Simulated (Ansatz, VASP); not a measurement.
**TePt: VASP beside Ansatz**

The input INCAR:

```
PREC = Accurate
ENCUT = 520
EDIFF = 1E-6
ISMEAR = 0
SIGMA = 0.15
LREAL = False
LASPH = True
NELM = 80
ALGO = Normal
ISIF = 2
LWAVE = False
LCHARG = False
GGA = CA
NBANDS = 24
```

Contents of KPOINTS:

```
regular mesh
0
Gamma
  15 15 10
```

The input POSCAR:

```
TePt
1.0
    4.3398476274      0.0000000000      0.0000000000
   -2.1699238137      3.7584182939      0.0000000000
    0.0000000000      0.0000000000      4.8867889984
Te Pt
2 2
Direct
    0.3333333333      0.6666666667      0.2500000000
    0.6666666667      0.3333333333      0.7500000000
    0.0000000000      0.0000000000      0.0000000000
    0.0000000000      0.0000000000      0.5000000000
```

Input for Ansatz:

```yaml
crystal:
  lattice:
    - [4.3398476274, 0.0, 0.0]
    - [-2.1699238137, 3.7584182939, 0.0]
    - [0.0, 0.0, 4.8867889984]
  atoms:
    - { symbol: Te, position: [0.3333333333, 0.6666666667, 0.25] }
    - { symbol: Te, position: [0.6666666667, 0.3333333333, 0.75] }
    - { symbol: Pt, position: [0.0, 0.0, 0.0] }
    - { symbol: Pt, position: [0.0, 0.0, 0.5] }
basis:
  ecutwfc: 420
kpoints:
  mp_grid: { grid: [15, 15, 10] }
hamiltonian:
  xc: lda
scf:
  occupations: { method: gaussian, width: 0.15 }
output:
  forces: true
  stress: true
  eigenvalues: true
```

Alike in both runs: task single point; functional LDA; k mesh 15 × 15 × 10; occupations gaussian, width 0.15 eV; no spin polarisation.

```csv
,VASP,Ansatz
version,VASP 6.6.1,Ansatz 0.2.0
potentials or method,"VASP PAW LDA potentials, release 64 (Te, Pt), cutoff 520 eV","scalar-relativistic, plane waves, PAW"
valence electrons in the cell,32,68
```

Ansatz gave:

* gap on the k mesh at the Fermi level (eV): none
* pressure (GPa): 14.2
* traceless stress, the component that is largest in VASP (GPa): 25.10

Task: What did VASP give for the same quantities?

Result: gap on the k mesh at the Fermi level (eV): none; pressure (GPa): 14.6; traceless stress, the component that is largest in VASP (GPa): 25.27.

LDA's correlation is that of Perdew and Zunger in VASP and of Perdew and Wang (1992) in Ansatz. A gap of «none» marks a metal or a gap that the smearing closes. VASP's potentials hold 32 valence electrons a cell and Ansatz's 68, so a difference there can come from the potentials and not from the codes.

Neither program's run includes spin-orbit coupling.
